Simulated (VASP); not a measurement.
# Ir in VASP: relaxation of the atoms with PBE+D3(BJ)

Aim: the relaxation of the atoms of Ir with PBE+D3(BJ).

All numbers are computed with VASP 6.6.1; they aren't measurements. Logs are shortened: lines on timing, memory, paths and dates and some standing lists are left out, and cuts for length are marked.

**1. The cell of the first run**

The cell holds a slab with vacuum, 16 atoms: a = 5.431 Å, b = 5.431 Å, c = 23.652 Å, α = 90.00°, β = 90.00°, γ = 120.00°.

**2. Relaxation of the atoms, PBE+D3(BJ)**

INCAR reads:

```
SYSTEM = Ir
PREC = Accurate
ENCUT = 520
EDIFF = 1E-6
ISMEAR = 0
SIGMA = 0.1
LREAL = Auto
LASPH = .True.
NELM = 100
ALGO = Normal
ISIF = 2
LWAVE = .False.
LCHARG = .False.
LDIPOL = .True.
IDIPOL = 3
DIPOL = 0.5 0.5 0.500
GGA = PE
IVDW = 12
IBRION = 2
NSW = 90
EDIFFG = -0.03
LUSENCCL = .False.
```

KPOINTS reads:

```
Automatic mesh
0
Gamma
  6 6 1
  0 0 0
```

POSCAR reads:

```
Ir
1.0
    5.4313155574      0.0000000000      0.0000000000
   -2.7156577787      4.7036572487      0.0000000000
    0.0000000000      0.0000000000     23.6519758739
Ir
16
Selective dynamics
Direct
    0.3333333333      0.1666666667      0.3593780091  F F F
    0.3333333333      0.6666666667      0.3593780091  F F F
    0.8333333333      0.1666666667      0.3593780091  F F F
    0.8333333333      0.6666666667      0.3593780091  F F F
    0.6666666667      0.3333333333      0.4531260030  F F F
    0.6666666667      0.8333333333      0.4531260030  F F F
    0.1666666667      0.3333333333      0.4531260030  F F F
    0.1666666667      0.8333333333      0.4531260030  F F F
    0.0000000000      0.5000000000      0.5468739970  T T T
    0.0000000000      0.0000000000      0.5468739970  T T T
    0.5000000000      0.5000000000      0.5468739970  T T T
    0.5000000000      0.0000000000      0.5468739970  T T T
    0.3333333333      0.6666666667      0.6406219909  T T T
    0.3333333333      0.1666666667      0.6406219909  T T T
    0.8333333333      0.6666666667      0.6406219909  T T T
    0.8333333333      0.1666666667      0.6406219909  T T T
```

Potentials or basis: VASP PAW PBE potentials, release 64 (Ir).

Started as:

```console
$ cat potpaw_PBE.64/Ir/POTCAR > POTCAR
$ mpirun -np 1 vasp_std > vasp.out
```

OUTCAR:

```text
SYSTEM = Ir
   PREC = Accurate
   ENCUT = 520
   EDIFF = 1E-6
   ISMEAR = 0
   LREAL = Auto
   LASPH = .True.
   NELM = 100
   ISIF = 2
   GGA = PE
   IVDW = 12
   IBRION = 2
   NSW = 90
   EDIFFG = -0.03
 IVDW          = 12

 ion  position               nearest neighbor table
   1  0.333  0.167  0.359-   7 2.72   5 2.72   8 2.72   3 2.72   3 2.72   2 2.72   2 2.72   4 2.72
                             4 2.72
   2  0.333  0.667  0.359-   8 2.72   6 2.72   7 2.72   4 2.72   4 2.72   3 2.72   1 2.72   1 2.72
                             3 2.72
   3  0.833  0.167  0.359-   5 2.72   7 2.72   6 2.72   1 2.72   1 2.72   2 2.72   4 2.72   4 2.72
                             2 2.72
   4  0.833  0.667  0.359-   6 2.72   8 2.72   5 2.72   2 2.72   2 2.72   1 2.72   3 2.72   3 2.72
                             1 2.72
   5  0.667  0.333  0.453-   3 2.72   1 2.72   4 2.72   7 2.72   7 2.72   8 2.72   6 2.72   6 2.72
                             8 2.72   9 2.72  12 2.72  11 2.72
   6  0.667  0.833  0.453-   4 2.72   2 2.72   3 2.72   8 2.72   8 2.72   5 2.72   5 2.72   7 2.72
                             7 2.72  10 2.72  11 2.72  12 2.72
   7  0.167  0.333  0.453-   1 2.72   3 2.72   2 2.72   5 2.72   5 2.72   8 2.72   8 2.72   6 2.72
                             6 2.72  11 2.72  10 2.72   9 2.72
   8  0.167  0.833  0.453-   2 2.72   4 2.72   1 2.72   6 2.72   6 2.72   7 2.72   7 2.72   5 2.72
                             5 2.72  12 2.72   9 2.72  10 2.72
   9  0.000  0.500  0.547-  13 2.72  16 2.72  15 2.72  11 2.72  11 2.72  10 2.72  10 2.72  12 2.72
[... 22 lines left out ...]
 A1 = (   5.4313155574,   0.0000000000,   0.0000000000)
 A2 = (  -2.7156577787,   4.7036572487,   0.0000000000)
 A3 = (   0.0000000000,   0.0000000000,  23.6519758739)

Analysis of symmetry for initial positions (statically):
=====================================================================
 Subroutine PRICEL returns following result:

  LATTYP: Found a hexagonal cell.
 ALAT       =     2.7156577787
 C/A-ratio  =     8.7094832270
[... 12 lines left out ...]
 Subroutine GETGRP returns: Found 12 space group operations
 (whereof  6 operations were pure point group operations)
 out of a pool of 24 trial point group operations.

The static configuration has the point symmetry C_3v.
 The point group associated with its full space group is D_3d.

Analysis of symmetry for dynamics (positions and initial velocities):
=====================================================================
 Subroutine PRICEL returns following result:

  LATTYP: Found a hexagonal cell.
 ALAT       =     2.7156577787
 C/A-ratio  =     8.7094832270
[... 12 lines left out ...]
 Subroutine GETGRP returns: Found 12 space group operations
 (whereof  6 operations were pure point group operations)
 out of a pool of 24 trial point group operations.

The dynamic configuration has the point symmetry C_3v.
 The point group associated with its full space group is D_3d.

Analysis of constrained symmetry for selective dynamics:
=====================================================================
 Subroutine PRICEL returns following result:

  LATTYP: Found a hexagonal cell.
 ALAT       =     2.7156577787
 C/A-ratio  =     8.7094832270
[... 12 lines left out ...]
 Subroutine GETGRP returns: Found  6 space group operations
 (whereof  6 operations were pure point group operations)
 out of a pool of 24 trial point group operations.

The constrained configuration has the point symmetry C_3v.

 Subroutine INISYM returns: Found  6 space group operations
 (whereof  6 operations are pure point group operations),
 and found     4 'primitive' translations

----------------------------------------------------------------------------------------

                                     Primitive cell

  volume of cell :     151.0595

  direct lattice vectors                    reciprocal lattice vectors
     2.715657779  0.000000000  0.000000000     0.368234911  0.212600525 -0.000000000
    -1.357828889  2.351828624  0.000000000     0.000000000  0.425201050  0.000000000
     0.000000000  0.000000000 23.651975874     0.000000000 -0.000000000  0.042279766

  length of vectors
     2.715657779  2.715657779 23.651975874     0.425201050  0.425201050  0.042279766
[... 49 lines left out ...]
   k-points           NKPTS =      7   k-points in BZ     NKDIM =      7   number of bands    NBANDS=     86
   number of dos      NEDOS =    301   number of ions     NIONS =     16
   total plane-waves  NPLWV = 288000
   dimension x,y,z NGX =    40 NGY =   40 NGZ =  180
   dimension x,y,z NGXF=    80 NGYF=   80 NGZF=  360
   ions per type =              16
   NGX,Y,Z   is equivalent  to a cutoff of  12.24, 12.24, 12.65 a.u.
   NGXF,Y,Z  is equivalent  to a cutoff of  24.49, 24.49, 25.30 a.u.
 SYSTEM =  Ir
   PREC   = accura    normal or accurate (medium, high low for compatibility)
   ISTART =      0    job   : 0-new  1-cont  2-samecut
   ICHARG =      2    charge: 1-file 2-atom 10-const
   ISPIN  =      1    spin polarized calculation?
   LNONCOLLINEAR =      F non collinear calculations
   LSORBIT =      F    spin-orbit coupling
   LASPH  =      T    aspherical Exc in radial PAW
   ENCUT  =  520.0 eV  38.22 Ry    6.18 a.u.  10.10 10.10 43.98*2*pi/ulx,y,z
   NELM   =    100;   NELMIN=  2; NELMDL= -5     # of ELM steps
   EDIFF  = 0.1E-05   stopping-criterion for ELM
   LREAL  =      T    real-space projection
   EDIFFG = -.3E-01   stopping-criterion for IOM
   NSW    =     90    number of steps for IOM
   IBRION =      2    ionic relax: 0-MD 1-quasi-New 2-CG
   NFREE  =      1    steps in history (QN), initial steepest desc. (CG)
   ISIF   =      2    stress and relaxation
   ISYM   =      2    0-nonsym 1-usesym 2-fastsym
   POTIM  = 0.5000    time-step for ionic-motion
   TEBEG  =    0.0;   TEEND  =   0.0 temperature during run
   PSTRESS=    0.0 pullay stress
   NELECT =     144.0000    total number of electrons
   NUPDOWN=      -1.0000    fix difference up-down
   EMIN   =  10.00;   EMAX   =-10.00  energy-range for DOS
   EFERMI =   0.00;   METHOD = LEGACY
   ISMEAR =     0;   SIGMA  =   0.10  broadening in eV -4-tet -1-fermi 0-gaus
   EFERMI_NEDOS =   21; number of points for ismear=-14 and -15
   IALGO  =     38    algorithm
   IMIX   =      4    mixing-type and parameters
     AMIX     =   0.40;   BMIX     =  1.00
     AMIX_MAG =   1.60;   BMIX_MAG =  1.00
  volume/ion in A,a.u.               =      37.76       254.85
  Fermi-wavevector in a.u.,A,eV,Ry     =   1.014985  1.918044 14.016647  1.030195
  Thomas-Fermi vector in A             =   2.148244
   LORBIT       =      0    0 simple, 1 ext, 2 COOP (PROOUT), +10 PAW based schemes
   GGA     = PE    functional components
   LHFCALC =     F    Hartree Fock is set to
   AEXX    =    0.0000 exact exchange contribution
   IVDW    =    12    specifies the selected vdW correction
   LEPSILON=     F    determine dielectric tensor
   LRPA    =     F    only Hartree local field effects (RPA)
 conjugate gradient relaxation of ions
 non-spin polarized calculation
 Gauss-broadening in eV      SIGMA  =   0.10
  energy-cutoff  :      520.00
  volume of cell :      604.24
 maximum number of plane-waves:     16320
   NGX = 21   NGY = 21   NGZ = 87

--------------------------------------- Ionic step        1  -------------------------------------------

 number of electron     144.0000006 magnetization

 Free energy of the ion-electron system (eV)
  ---------------------------------------------------
  ext. energy  EPLUGINS =         0.00000000
  ---------------------------------------------------
  free energy    TOTEN  =      -134.58301859 eV

  energy without entropy =     -134.49147330  energy(sigma->0) =     -134.53724594

------------------------ aborting loop because EDIFF is reached ----------------------------------------

 Edisp (eV)   -8.62732

 E8    (eV) :    -4.1680
[... 155 lines left out ...]
 number of electron     144.0000002 magnetization

------------------------ aborting loop because EDIFF is reached ----------------------------------------

 vacuum level on the upper side and lower side of the slab       (xc-potential included)        -0.013         0.001

 Edisp (eV)   -8.66148

 E8    (eV) :    -4.1856

  FORCE on cell =-STRESS in cart. coord.  units (eV):
  Direction    XX          YY          ZZ          XY          YZ          ZX
  --------------------------------------------------------------------------------------
  -------------------------------------------------------------------------------------
  Total     -14.23733   -14.23733    -4.07850     0.00000     0.00000     0.00000
  in kB     -37.75121   -37.75121   -10.81440     0.00000     0.00000     0.00000
  external pressure =      -28.77 kB  Pullay stress =        0.00 kB
[... 31 lines left out ...]
  FREE ENERGIE OF THE ION-ELECTRON SYSTEM (eV)
  ---------------------------------------------------
  free  energy   TOTEN  =      -143.2401251940 eV

  energy  without entropy=     -143.1483941240  energy(sigma->0) =     -143.19425966

 dipolmoment           0.000000      0.000000      0.000159 electrons x Angstroem

--------------------------------------- Ionic step        5  -------------------------------------------

 number of electron     144.0000001 magnetization

------------------------ aborting loop because EDIFF is reached ----------------------------------------
[... 103 lines left out ...]
--------------------------------------- Ionic step        7  -------------------------------------------

 number of electron     144.0000001 magnetization

 dipolmoment           0.000000      0.000000     -0.002270 electrons x Angstroem

 Free energy of the ion-electron system (eV)
  ---------------------------------------------------
  ext. energy  EPLUGINS =         0.00000000
  ---------------------------------------------------
  free energy    TOTEN  =      -134.56708866 eV

  energy without entropy =     -134.47600015  energy(sigma->0) =     -134.52154441

 E-fermi :   0.4665     XC(G=0):  -6.0666

 val. band max:        0.4333554973   @ k =   0.3333   0.0000   0.0000
 cond. band min:       0.5008384930   @ k =   0.1667   0.1667   0.0000
 fundamental gap:      0.0674829957
 Fermi energy:         0.4664508790

 k-point     1 :       0.0000    0.0000    0.0000
  band No.  band energies     occupation
      1     -10.1167      2.00000
      2      -8.5964      2.00000
      3      -7.4086      2.00000
      4      -7.3367      2.00000
      5      -7.2144      2.00000
      6      -7.2144      2.00000
[... 598 lines left out ...]
     83       0.8828      0.00000
     84       0.9624      0.00000
 [bands above 84 left out]

------------------------ aborting loop because EDIFF is reached ----------------------------------------

 vacuum level on the upper side and lower side of the slab       (xc-potential included)        -0.089        -0.079

 Edisp (eV)   -8.67660

 E8    (eV) :    -4.1935

  FORCE on cell =-STRESS in cart. coord.  units (eV):
  Direction    XX          YY          ZZ          XY          YZ          ZX
  --------------------------------------------------------------------------------------
  -------------------------------------------------------------------------------------
  Total     -13.76394   -13.76394    -2.40252     0.00000    -0.00000    -0.00000
  in kB     -36.49599   -36.49599    -6.37044     0.00000    -0.00000    -0.00000
  external pressure =      -26.45 kB  Pullay stress =        0.00 kB
[... 31 lines left out ...]
  FREE ENERGIE OF THE ION-ELECTRON SYSTEM (eV)
  ---------------------------------------------------
  free  energy   TOTEN  =      -143.2436848497 eV

  energy  without entropy=     -143.1525963412  energy(sigma->0) =     -143.19814060

 reached required accuracy - stopping structural energy minimisation

 vacuum level on the upper side and lower side of the slab         5.825         5.835
```

Run time: 15 min. Hardware: 1 × NVIDIA H100 80GB with 1 thread of AMD EPYC 7R13 (Zen 3), shared host; peak memory 1.6 GiB.

What came out:

```
Free energy                : -143.2437 eV
Energy gained by relaxing  : 2.1 meV/atom
Ionic steps                : 7
Band gap on the k mesh     : zero (bands 72 and 73 overlap by 1.32 eV)
Dispersion energy per atom : -0.542 eV
```

Step by step:
```csv
step,energy change (eV),largest force on free atoms (eV/Å),pressure (GPa)
1,0.0000,0.3080,-3.49
2,-0.0141,0.1595,-3.27
3,-0.0192,0.2473,-3.05
4,-0.0298,0.1096,-2.88
5,-0.0331,0.0333,-2.72
6,-0.0331,0.0342,-2.71
7,-0.0333,0.0051,-2.65
```

Final structure:
```
Ir
1.0
     5.43132    0.00000    0.00000
    -2.71566    4.70366    0.00000
     0.00000    0.00000   23.65198
Ir
16
Direct
  0.33333 0.16667 0.35938
  0.33333 0.66667 0.35938
  0.83333 0.16667 0.35938
  0.83333 0.66667 0.35938
  0.66667 0.33333 0.45313
  0.66667 0.83333 0.45313
  0.16667 0.33333 0.45313
  0.16667 0.83333 0.45313
  0.00000 0.50000 0.54571
  0.00000 0.00000 0.54571
  0.50000 0.50000 0.54571
  0.50000 0.00000 0.54571
  0.33333 0.66667 0.63839
  0.33333 0.16667 0.63839
  0.83333 0.66667 0.63839
  0.83333 0.16667 0.63839
```

Levels at points of the mesh, in eV from the Fermi level:
| k point | band 71 | band 72 | band 73 | band 74 | band 75 | band 76 |
| --- | --- | --- | --- | --- | --- | --- |
| (0.00, 0.00, 0.00) | 0.61 | 0.75 | 0.75 | 0.88 | 0.88 | 0.88 |
| (0.50, 0.00, 0.00) | -0.88 | -0.88 | -0.56 | -0.56 | 0.06 | 0.06 |

Caveat: spin-orbit coupling is left out, which moves the levels of the heavy elements.

The gap in the log of VASP goes by the Fermi energy; the results here count the filled bands.